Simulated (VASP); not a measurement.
Write the native input for VASP 6.6.1 that does the following.

```yaml
Task: single point
Functional: PBE
Dispersion: D3(BJ)
Potentials_or_basis: VASP PAW PBE potentials, release 64 (Ba_sv, Zn, Sb_d_GW, F)
Cutoff: 700 eV
k_mesh: 8 × 8 × 4
Occupations: gaussian, width 0.1 eV
Spin: no spin polarisation
Dipole_correction: no
Further_INCAR_settings: ALGO = Normal; EDIFF = 1e-06; NBANDS = 54
```

The structure of BaZnSbF lies in POSCAR:

```
BaZnSbF
1.0
    4.4235040258      0.0000000000      0.0000000000
    0.0000000000      4.4235040258      0.0000000000
    0.0000000000      0.0000000000      9.6666435930
Ba Zn Sb F
2 2 2 2
Direct
    0.0000000000      0.5000000000      0.3480799579
    0.5000000000      0.0000000000      0.6519200421
    0.5000000000      0.5000000000      0.0000000000
    0.0000000000      0.0000000000      0.0000000000
    0.5000000000      0.0000000000      0.1685166768
    0.0000000000      0.5000000000      0.8314833232
    0.5000000000      0.5000000000      0.5000000000
    0.0000000000      0.0000000000      0.5000000000
```

These files were run (other wordings do the same):

INCAR

```
PREC = Accurate ; ENCUT = 700
EDIFF = 1E-6 ; ISMEAR = 0
SIGMA = 0.1 ; LREAL = F
LASPH = T ; NELM = 120
ALGO = Normal ; ISIF = 2
LWAVE = F ; LCHARG = T
GGA = PE ; IVDW = 12
LELF = T ; LVHAR = T
NBANDS = 54 ; GGA_COMPAT = F
```

KPOINTS

```
regular mesh
0
Gamma
  8 8 4
```

Potentials or basis: VASP PAW PBE potentials, release 64 (Ba_sv, Zn, Sb_d_GW, F).

Command:

```console
$ cat potpaw_PBE.64/Ba_sv/POTCAR potpaw_PBE.64/Zn/POTCAR potpaw_PBE.64/Sb_d_GW/POTCAR potpaw_PBE.64/F/POTCAR > POTCAR
$ mpirun -np 1 vasp_std > vasp.out
```

It gave:

```
Pressure                   : 0.6 GPa
Largest force              : 0.114 eV/Å
Band gap on the k mesh     : zero (bands 44 and 45 overlap by 0.02 eV)
Dispersion energy per atom : -0.295 eV
```

Caveat: semilocal functionals underestimate gaps, and a narrow one can read as zero; spin-orbit coupling is left out, which moves the levels of the heavy elements.

Run time: 9.9 min on 1 thread of Intel(R) Xeon(R) 6975P-C (Granite Rapids) (shared host), peak memory 0.86 GiB.
